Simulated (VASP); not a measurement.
Fe:

```
CELL_PARAMETERS angstrom
0.00000 1.76350 1.76350
1.76350 0.00000 1.76350
1.76350 1.76350 0.00000
ATOMIC_POSITIONS crystal
Fe 0.00000 0.00000 0.00000
```

Base run:

| Property | Result |
| --- | --- |
| Program | VASP 6.6.1 |
| Functional | PBE |
| Potentials or basis | VASP PAW PBE potentials, release 64 (Fe) |
| Cutoff | 520 eV |
| k mesh | 11 × 11 × 11 |
| Occupations | fermi-dirac, width 0.1 eV |
| Spin | collinear spin, ferromagnetic start |
| Starting moments | [1.99] μB |
| Fixed moment | 1.99 μB |

Its results: pressure 7.5 GPa; site moments Fe +1.97 μB.

Q: The run is repeated on the same cell with these changes: fixed moment from 1.99 μB to 1.65 μB; moments at the start from [1.99] to [1.65]. What comes out?

A: Pressure 0.4 GPa; site moments Fe +1.64 μB.

Caveats: the total moment is fixed, so each spin has its own Fermi level.
